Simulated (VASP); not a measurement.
Set up this calculation in VASP 6.6.1, as the native input.

- Task: electric field gradients
- Functional: PBEsol
- Potentials or basis: VASP PAW PBE potentials, release 64 (Cd)
- Cutoff: 520 eV
- k mesh: 14 × 14 × 7
- Occupations: fermi-dirac, width 0.05 eV
- Spin: no spin polarisation
- Dipole correction: no
- Further INCAR settings: ALGO = Normal; EDIFF = 1e-08; NBANDS = 19

The structure of Cd lies in POSCAR:

```
Cd
1.0
    2.9986007155      0.0000000000      0.0000000000
   -1.4993003577      2.5968643954      0.0000000000
    0.0000000000      0.0000000000      5.6548540644
Cd
2
Direct
    0.3333333333      0.6666666667      0.2500000000
    0.6666666667      0.3333333333      0.7500000000
```

This cell differs from its parent crystal: volume scaled by 1.02.

These files were run (other wordings do the same):

INCAR

```
ALGO     = Normal         # electronic algorithm
EDIFF    = 1E-8           # SCF threshold, eV
ENCUT    = 520            # plane-wave cutoff, eV
GGA      = PS             # functional
ISIF     = 2              # what is computed and relaxed
ISMEAR   = -1             # smearing method
LASPH    = True           # aspherical terms in the spheres
LCHARG   = False          # write CHGCAR
LEFG     = True         
LREAL    = False          # projectors in reciprocal space
LWAVE    = False          # write WAVECAR
NBANDS   = 19             # bands
NELM     = 60             # most SCF steps
PREC     = Accurate       # precision mode
SIGMA    = 0.05           # smearing width, eV
```

KPOINTS

```
k-points
0
Gamma
  14 14 7
```

Potentials or basis: VASP PAW PBE potentials, release 64 (Cd).

Command:

```sh
$ cat potpaw_PBE.64/Cd/POTCAR > POTCAR
$ mpirun -np 1 vasp_std > vasp.out
```

It gave:

```yaml
Pressure: -2.1 GPa
Band_gap_on_the_k_mesh: zero (band 12 reaches 3.93 eV, above the bottom of band 13 at -0.33 eV)
```

Caveat: without QUAD_EFG the Cq values of the log hold for a quadrupole moment of 1 mb, not for the nuclei; the PAW data sets were made with another functional, which shifts forces and pressure a little.

It took 30 s on 1 thread of Intel(R) Xeon(R) Platinum 8488C (Sapphire Rapids), with other jobs on the host, peak memory 0.2 GiB.
